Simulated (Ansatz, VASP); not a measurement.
Bi: VASP beside Ansatz

```
Bi
1.0
     4.52966    0.00000    0.11586
     0.00000    4.53022    0.00000
    -0.17445    0.00000    6.51369
Bi
4
Direct
  0.74977 0.75000 0.74996
  0.25023 0.25000 0.25004
  0.74971 0.75000 0.25043
  0.25029 0.25000 0.74957
```

Change from the starting cell: volume scaled by 0.970, atoms relaxed by PAW.

Alike in both runs: functional r2SCAN; k mesh 6 × 6 × 4; occupations fermi-dirac, width 0.1 eV; no spin polarisation.

Ansatz relaxed the structure, and its values are those at the end. VASP's run is a single point on that final structure, the one shown.

```csv
,VASP,Ansatz
version,VASP 6.6.1,Ansatz 0.2.0
potentials or method,"VASP PAW PBE potentials, release 64 (Bi_d)","PAW with Ansatz's default frozen-core files, scalar-relativistic"
plane-wave cutoff (eV),550,500
valence electrons in the cell,60,60
```

```csv
,VASP,Ansatz,Ansatz less VASP
pressure (GPa),1.6,1.7,+0.05
```

VASP's potentials were made for PBE, not for r2SCAN. Ansatz's warnings: stress scf threshold loose.

Spin-orbit coupling is off throughout.
